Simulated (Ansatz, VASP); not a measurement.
**One calculation of SiC, two programs**

```
CELL_PARAMETERS angstrom
-1.53878 -2.66524 0.00000
1.53878 -2.66524 0.00000
-0.46163 -0.79957 10.07677
ATOMIC_POSITIONS crystal
Si 0.15512 0.33333 0.59404
Si 0.63846 0.66667 0.09404
Si 0.89677 0.00000 0.34409
Si 0.74677 0.00000 0.84409
C 0.21153 0.33333 0.40600
C 0.39487 0.66667 0.90600
C 0.95300 0.00000 0.15666
C 0.80300 0.00000 0.65666
```

Alike in both runs: task single point; functional r2SCAN; k mesh 8 × 8 × 3; occupations gaussian, width 0.05 eV; no spin polarisation.

```csv
,VASP,Ansatz
version,VASP 6.6.1,Ansatz 0.2.0
potentials or method,"VASP PAW PBE potentials, release 64 (Si, C), cutoff 520 eV","scalar-relativistic, plane waves, PAW"
valence electrons in the cell,32,32
```

VASP gave:

* gap on the k mesh at the Fermi level (eV): 1.07
* least direct gap on the mesh (eV): 2.02
* pressure (GPa): -1.2
* traceless stress, the component that is largest in VASP (GPa): 8.45
* rms of the force components (eV/Å): 0.626

Task: Estimate Ansatz's values.

Result: gap on the k mesh at the Fermi level (eV): 1.06; least direct gap on the mesh (eV): 2.01; pressure (GPa): -1.0; traceless stress, the component that is largest in VASP (GPa): 8.39; rms of the force components (eV/Å): 0.625.

VASP's potentials were made for PBE, not for r2SCAN. Atom by atom the forces differ by 0.005 eV/Å (rms over components).
